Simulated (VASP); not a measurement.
## Ta3Ga: relaxation of cell and atoms with PBE

Ta3Ga:

```xyz
4
Lattice="4.1236 0.0000 0.0000 0.0000 4.1236 0.0000 0.0000 0.0000 4.1236" Properties=species:S:1:pos:R:3 pbc="T T T"
Ta    0.0000    2.0618    2.0618
Ta    2.0618    0.0000    2.0618
Ta    2.0618    2.0618    0.0000
Ga    0.0000    0.0000    0.0000
```

```json
{
 "Program": "VASP 6.6.1",
 "Task": "relaxation of cell and atoms",
 "Functional": "PBE",
 "Potentials or basis": "VASP PAW PBE potentials, release 64 (Ta_pv, Ga_d)",
 "Cutoff": "600 eV",
 "k mesh": "12 × 12 × 12",
 "Occupations": "gaussian, width 0.1 eV",
 "Spin": "no spin polarisation",
 "Dipole correction": "no",
 "Further INCAR settings": "ALGO = Fast; EDIFF = 1e-06; IBRION = 2; EDIFFG = -0.01; NSW = 100; ISIF = 3"
}
```

| Property | Result |
| --- | --- |
| Relaxed volume | 17.48 Å³/atom |
| Relaxed cell | a = 4.120 Å, b = 4.120 Å, c = 4.120 Å, α = 90.00°, β = 90.00°, γ = 90.00° |
| Space group after relaxing (to 0.1 Å) | Pm-3m (No. 221) |
| Energy gained by relaxing | 0.1 meV/atom |
| Ionic steps | 3 |
| Pressure after relaxing | 0.0 GPa |
| Band gap on the k mesh | zero (bands 23 and 24 overlap by 0.84 eV) |

Step by step:
```csv
step,energy change (eV),largest force (eV/Å),pressure (GPa),volume (Å³)
1,0.0000,0.0000,-0.49,70.12
2,0.0006,0.0000,0.92,69.58
3,-0.0003,0.0000,0.00,69.92
```

Final structure:
```
Ta Ga
1.0
     4.11969    0.00000    0.00000
     0.00000    4.11969    0.00000
     0.00000    0.00000    4.11969
Ta Ga
3 1
Direct
  0.00000 0.50000 0.50000
  0.50000 0.00000 0.50000
  0.50000 0.50000 0.00000
  0.00000 0.00000 0.00000
```

Levels at points of the mesh, in eV from the Fermi level:
```tsv
k point	band 21	band 22	band 23	band 24	band 25	band 26
(0.00, 0.00, 0.00)	-2.59	0.54	0.54	0.54	2.21	2.21
(0.50, 0.00, 0.00)	-0.99	0.10	0.10	0.47	0.89	1.35
(0.50, 0.50, 0.00)	-1.32	-1.20	0.28	0.28	1.10	1.76
(0.50, 0.50, 0.50)	-1.52	0.12	0.12	0.12	1.11	1.87
```

It took 4.1 min on 1 thread of Intel(R) Xeon(R) 6975P-C (Granite Rapids), with other jobs on the host, peak memory 0.34 GiB.

Caveat: spin-orbit coupling is left out, which moves the levels of the heavy elements.
